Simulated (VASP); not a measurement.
Crystal: Cl.

```
CELL_PARAMETERS angstrom
0.00000 2.23228 2.23228
2.23228 0.00000 2.23228
2.23228 2.23228 0.00000
ATOMIC_POSITIONS crystal
Cl 0.00000 0.00000 0.00000
Cl 0.25000 0.25000 0.25000
```

* Program: VASP 6.6.1
* Task: relaxation of cell and atoms
* Functional: PBE
* Potentials or basis: VASP PAW PBE potentials, release 64 (Cl)
* Cutoff: 600 eV
* k mesh: 14 × 14 × 14
* Occupations: fermi-dirac, width 0.08 eV
* Spin: no spin polarisation

At the start: pressure 163.5 GPa; volume 11.12 Å³/atom.

Task: Where does the relaxation end?

Result: Over 22 steps the energy falls by 5121.6 meV/atom and the volume is 32.90 Å³/atom (+195.8 %); space group Fd-3m (No. 227, to 0.1 Å) before and after.

The path:
```csv
step,energy change (eV),largest force (eV/Å),pressure (GPa),volume (Å³)
1,0.0000,0.0000,163.48,22.25
2,-10.0130,0.0000,-3.90,82.45
3,-10.1830,0.0000,3.10,59.12
4,-10.2417,0.0000,-0.39,67.00
5,-10.2431,0.0000,0.03,65.77
6,-10.2431,0.0000,0.03,65.77
7,-10.2431,0.0000,0.03,65.77
8,-10.2431,0.0000,0.03,65.77
9,-10.2431,0.0000,0.03,65.77
10,-10.2431,0.0000,0.03,65.77
11,-10.2431,0.0000,0.03,65.77
12,-10.2431,0.0000,0.03,65.77
13,-10.2431,0.0000,0.03,65.77
14,-10.2431,0.0000,0.03,65.77
15,-10.2431,0.0000,0.03,65.77
16,-10.2431,0.0000,0.03,65.77
17,-10.2431,0.0000,0.03,65.77
18,-10.2431,0.0000,0.04,65.77
19,-10.2431,0.0000,0.04,65.78
20,-10.2431,0.0000,0.03,65.78
21,-10.2431,0.0000,0.03,65.79
22,-10.2431,0.0000,0.02,65.81
```

Final structure:
```xyz
2
Lattice="0.0000 3.2044 3.2044 3.2044 0.0000 3.2044 3.2044 3.2044 0.0000" Properties=species:S:1:pos:R:3 pbc="T T T"
Cl    0.0000    0.0000    0.0000
Cl    1.6022    1.6022    1.6022
```

Caveat: the volume moved by over 15 % at a fixed basis, so the end points are rough.
